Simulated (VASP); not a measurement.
# NbP (I4_1md) in VASP: a series of runs

The runs below take NbP through single point, with PBE.

Everything below comes from runs of VASP 6.6.1. Logs are shortened: lines on timing, memory, paths and dates and some standing lists are left out, and cuts for length are marked.

### Step 1. The cell of the first run

Symmetry: I4_1md, No. 109, tetragonal system. Conventional cell: a = 3.350 Å, b = 3.350 Å, c = 11.480 Å, α = 90.00°, β = 90.00°, γ = 90.00°. Within 3.4 Å of Nb (site symmetry 2mm) lie 6 P at 2.55 Å and 8 Nb at 3.32 to 3.35 Å. P (site symmetry 2mm) has 6 Nb at 2.55 Å and 8 P at 3.32 to 3.35 Å within 3.4 Å.

### Step 2. Single point, PBE

Contents of INCAR:

```
SYSTEM = NbP
PREC = Accurate
ENCUT = 520
EDIFF = 1E-6
ISMEAR = 0
SIGMA = 0.022
LREAL = .False.
LASPH = .True.
NELM = 60
ALGO = Normal
ISIF = 2
LWAVE = .False.
LCHARG = .True.
GGA = PE
LELF = .True.
LVHAR = .True.
NBANDS = 26
```

Contents of KPOINTS:

```
Automatic mesh
0
Gamma
  11 11 11
  0 0 0
```

Contents of POSCAR:

```
NbP
1.0
   -1.6749232544      1.6749232544      5.7401081759
    1.6749232544     -1.6749232544      5.7401081759
    1.6749232544      1.6749232544     -5.7401081759
Nb P
2 2
Direct
    0.2498808000      0.7498808000      0.5000000000
    0.4998808000      0.4998808000      0.0000000000
    0.8327477700      0.3327477700      0.5000000000
    0.0827477700      0.0827477700      0.0000000000
```

Potentials or basis: VASP PAW PBE potentials, release 64 (Nb_sv, P).

Launch:

```bash
> cat potpaw_PBE.64/Nb_sv/POTCAR potpaw_PBE.64/P/POTCAR > POTCAR
> mpirun -np 1 vasp_std > vasp.out
```

OUTCAR:

```text
SYSTEM = NbP
   PREC = Accurate
   ENCUT = 520
   EDIFF = 1E-6
   ISMEAR = 0
   LREAL = .False.
   LASPH = .True.
   NELM = 60
   ISIF = 2
   GGA = PE

 ion  position               nearest neighbor table
   1  0.250  0.750  0.500-   4 2.55   4 2.55   3 2.55   3 2.55   3 2.55   3 2.55
   2  0.500  0.500  0.000-   3 2.55   3 2.55   4 2.55   4 2.55   4 2.55   4 2.55
   3  0.833  0.333  0.500-   2 2.55   2 2.55   1 2.55   1 2.55   1 2.55   1 2.55
   4  0.083  0.083  0.000-   1 2.55   1 2.55   2 2.55   2 2.55   2 2.55   2 2.55

  LATTYP: Found a body centered tetragonal cell.
 ALAT       =     3.3498465088
 C/A-ratio  =     3.4270872775

  Lattice vectors:

 A1 = (  -1.6749232544,   1.6749232544,   5.7401081759)
 A2 = (   1.6749232544,  -1.6749232544,   5.7401081759)
 A3 = (   1.6749232544,   1.6749232544,  -5.7401081759)

Analysis of symmetry for initial positions (statically):
=====================================================================
 Subroutine PRICEL returns:
 Original cell was already a primitive cell.

 Routine SETGRP: Setting up the symmetry group for a
 body centered tetragonal supercell.

 Subroutine GETGRP returns: Found  8 space group operations
 (whereof  4 operations were pure point group operations)
 out of a pool of 16 trial point group operations.

The static configuration has the point symmetry C_2v.
 The point group associated with its full space group is C_4v.

Analysis of symmetry for dynamics (positions and initial velocities):
=====================================================================
 Subroutine PRICEL returns:
 Original cell was already a primitive cell.

 Routine SETGRP: Setting up the symmetry group for a
 body centered tetragonal supercell.

 Subroutine GETGRP returns: Found  8 space group operations
 (whereof  4 operations were pure point group operations)
 out of a pool of 16 trial point group operations.

The dynamic configuration has the point symmetry C_2v.
 The point group associated with its full space group is C_4v.

 Subroutine INISYM returns: Found  8 space group operations
 (whereof  4 operations are pure point group operations),
 and found     1 'primitive' translations

----------------------------------------------------------------------------------------

                                     Primitive cell
[... 93 lines left out ...]
   ENCUT  =  520.0 eV  38.22 Ry    6.18 a.u.  11.55 11.55 11.55*2*pi/ulx,y,z
   NELM   =     60;   NELMIN=  2; NELMDL= -5     # of ELM steps
   EDIFF  = 0.1E-05   stopping-criterion for ELM
   LREAL  =      F    real-space projection
   EDIFFG = 0.1E-04   stopping-criterion for IOM
   NSW    =      0    number of steps for IOM
   IBRION =     -1    ionic relax: 0-MD 1-quasi-New 2-CG
   NFREE  =      0    steps in history (QN), initial steepest desc. (CG)
   ISIF   =      2    stress and relaxation
   ISYM   =      2    0-nonsym 1-usesym 2-fastsym
   POTIM  = 0.5000    time-step for ionic-motion
   TEBEG  =    0.0;   TEEND  =   0.0 temperature during run
   PSTRESS=    0.0 pullay stress
   NELECT =      36.0000    total number of electrons
   NUPDOWN=      -1.0000    fix difference up-down
   EMIN   =  10.00;   EMAX   =-10.00  energy-range for DOS
   EFERMI =   0.00;   METHOD = LEGACY
   ISMEAR =     0;   SIGMA  =   0.02  broadening in eV -4-tet -1-fermi 0-gaus
   EFERMI_NEDOS =   21; number of points for ismear=-14 and -15
   IALGO  =     38    algorithm
   IMIX   =      4    mixing-type and parameters
     AMIX     =   0.40;   BMIX     =  1.00
     AMIX_MAG =   1.60;   BMIX_MAG =  1.00
  volume/ion in A,a.u.               =      16.10       108.67
  Fermi-wavevector in a.u.,A,eV,Ry     =   1.348504  2.548304 24.741706  1.818464
  Thomas-Fermi vector in A             =   2.476168
   LORBIT       =      0    0 simple, 1 ext, 2 COOP (PROOUT), +10 PAW based schemes
   GGA     = PE    functional components
   LHFCALC =     F    Hartree Fock is set to
   AEXX    =    0.0000 exact exchange contribution
   IVDW    =     0    specifies the selected vdW correction
   LEPSILON=     F    determine dielectric tensor
   LRPA    =     F    only Hartree local field effects (RPA)
 non-spin polarized calculation
 Gauss-broadening in eV      SIGMA  =   0.02
  energy-cutoff  :      520.00
  volume of cell :       64.41
 maximum number of plane-waves:      1751
 NGX is ok and might be reduce to    48
   NGX = 23   NGY = 23   NGZ = 23

 number of electron      35.9999999 magnetization

 Free energy of the ion-electron system (eV)
  ---------------------------------------------------
  ext. energy  EPLUGINS =         0.00000000
  ---------------------------------------------------
  free energy    TOTEN  =       -35.31329270 eV

  energy without entropy =      -35.31304525  energy(sigma->0) =      -35.31316897

 E-fermi :  10.5550     XC(G=0): -11.9883

 val. band max:       10.5499083189   @ k =  -0.1818  -0.4545   0.1818
 cond. band min:      10.5832351342   @ k =  -0.0909  -0.4545   0.0909
 fundamental gap:      0.0333268152
 Fermi energy:        10.5549596383

 k-point     1 :       0.0000    0.0000    0.0000
  band No.  band energies     occupation
      1     -44.3917      2.00000
      2     -44.3549      2.00000
      3     -20.6513      2.00000
      4     -20.4521      2.00000
      5     -20.4521      2.00000
      6     -20.3099      2.00000
[... 685 lines left out ...]
     25      14.7251      0.00000
     26      15.9397      0.00000

 [... further k-points ...]

------------------------ aborting loop because EDIFF is reached ----------------------------------------

  FORCE on cell =-STRESS in cart. coord.  units (eV):
  Direction    XX          YY          ZZ          XY          YZ          ZX
  --------------------------------------------------------------------------------------
  -------------------------------------------------------------------------------------
  Total       -0.5328487     -0.5328487     -0.7016404      0.0000000      0.0000000      0.0000000
  in kB      -13.2539286    -13.2539286    -17.4524036      0.0000000      0.0000000      0.0000000
  external PRESSURE =     -14.6534203 kB  Pullay stress =       0.0000000 kB

 VOLUME and BASIS-vectors are now :
 -----------------------------------------------------------------------------
  energy-cutoff  :      520.00
  volume of cell :       64.41
      direct lattice vectors                 reciprocal lattice vectors
    -1.674923254  1.674923254  5.740108176     0.000000000  0.298521140  0.087106372
     1.674923254 -1.674923254  5.740108176     0.298521140  0.000000000  0.087106372
     1.674923254  1.674923254 -5.740108176     0.298521140  0.298521140  0.000000000

 POSITION                                       TOTAL-FORCE (eV/Angst)
 -----------------------------------------------------------------------------------
      1.67492      0.00000      2.86869         0.000000      0.000000      0.018332
      0.00000      0.00000      5.73874        -0.000000     -0.000000      0.018332
      0.00000      1.67492      3.82002        -0.000000      0.000000     -0.018332
      0.00000      0.00000      0.94996         0.000000     -0.000000     -0.018332
 -----------------------------------------------------------------------------------
    total drift:                               -0.000000     -0.000000      0.000153

  FREE ENERGIE OF THE ION-ELECTRON SYSTEM (eV)
  ---------------------------------------------------
  free  energy   TOTEN  =       -35.3132927006 eV

  energy  without entropy=      -35.3130452462  energy(sigma->0) =      -35.31316897
```

OSZICAR:

```text
N       E                     dE             d eps       ncg     rms          rms(c)
DAV:   1     0.350250784611E+03    0.35025E+03   -0.19083E+04  6560   0.138E+03
DAV:   2    -0.756502045167E+01   -0.35782E+03   -0.34738E+03  7742   0.505E+02
DAV:   3    -0.359860019031E+02   -0.28421E+02   -0.27931E+02 12184   0.107E+02
DAV:   4    -0.376232654895E+02   -0.16373E+01   -0.16284E+01  9712   0.208E+01
DAV:   5    -0.377012612579E+02   -0.77996E-01   -0.77929E-01 11660   0.495E+00    0.128E+01
DAV:   6    -0.352961005845E+02    0.24052E+01   -0.84072E+00 10088   0.200E+01    0.468E+00
DAV:   7    -0.353148157362E+02   -0.18715E-01   -0.67487E-01 10080   0.441E+00    0.305E+00
DAV:   8    -0.353127119622E+02    0.21038E-02   -0.78201E-02 10076   0.187E+00    0.464E-01
DAV:   9    -0.353129097868E+02   -0.19782E-03   -0.74572E-03 10666   0.527E-01    0.324E-01
DAV:  10    -0.353133202449E+02   -0.41046E-03   -0.19711E-03  7852   0.411E-01    0.611E-02
DAV:  11    -0.353132977899E+02    0.22455E-04   -0.13133E-04 10266   0.991E-02    0.245E-02
DAV:  12    -0.353132948574E+02    0.29325E-05   -0.55704E-06  8376   0.222E-02    0.866E-03
DAV:  13    -0.353132928562E+02    0.20012E-05   -0.12516E-06  5348   0.116E-02    0.284E-03
DAV:  14    -0.353132927006E+02    0.15558E-06   -0.33428E-07  4308   0.742E-03
   1 F= -.35313293E+02 E0= -.35313169E+02  d E =-.247454E-03
```

It took 4.2 min on 1 thread of Intel Xeon 6975P-C (Granite Rapids), shared host; peak memory 0.43 GiB.

Results:

```yaml
Free_energy: -35.3133 eV
Pressure: -1.5 GPa
Largest_force: 0.018 eV/Å
Band_gap_on_the_k_mesh: zero (filled and empty bands touch)
```

Forces on the atoms (eV/Å):
```
Nb   0.000  0.000  0.018
Nb   0.000  0.000  0.018
P    0.000  0.000 -0.018
P    0.000  0.000 -0.018
```

Stress tensor (GPa, compression positive):
```
-1.33  0.00  0.00
 0.00 -1.33  0.00
 0.00  0.00 -1.75
```

### Step 3. Single point, PBE

Contents of INCAR:

```
PREC = Accurate
ENCUT = 520
EDIFF = 1E-7
ISMEAR = 0
SIGMA = 0.023
LREAL = F
LASPH = T
NELM = 60
ALGO = Normal
ISIF = 2
LWAVE = F
LCHARG = F
GGA = PE
NBANDS = 26
```

Contents of KPOINTS:

```
Automatic mesh
0
Gamma
  11 11 11
```

POSCAR is that of step 2.

Potentials or basis: VASP PAW PBE potentials, release 64 (Nb_sv, P).

Launch:

```bash
> cat potpaw_PBE.64/Nb_sv/POTCAR potpaw_PBE.64/P/POTCAR > POTCAR
> mpirun -np 1 vasp_std > vasp.out
```

Run time: 4.2 min. Hardware: 1 thread of Intel Xeon 6975P-C (Granite Rapids), shared host; peak memory 0.43 GiB.

Results (log left out):

| Property | Result |
| --- | --- |
| Free energy | -35.3133 eV |
| Pressure | -1.5 GPa |
| Largest force | 0.018 eV/Å |
| Band gap on the k mesh | zero (filled and empty bands touch) |

Forces on the atoms (eV/Å):
```
Nb   0.000  0.000  0.018
Nb   0.000  0.000  0.018
P    0.000  0.000 -0.018
P    0.000  0.000 -0.018
```

Stress tensor (GPa, compression positive):
```
-1.32  0.00  0.00
 0.00 -1.32  0.00
 0.00  0.00 -1.74
```

Levels at points of the mesh, in eV from the Fermi level:
```
           k point  band 14  band 15  band 16  band 17  band 18  band 19  band 20  band 21  band 22  band 23
(0.00, 0.00, 0.00)    -2.23    -2.12    -1.70    -1.35    -1.35     0.84     1.60     2.65     3.14     3.14
```

(Continued in part 2 of 2.)
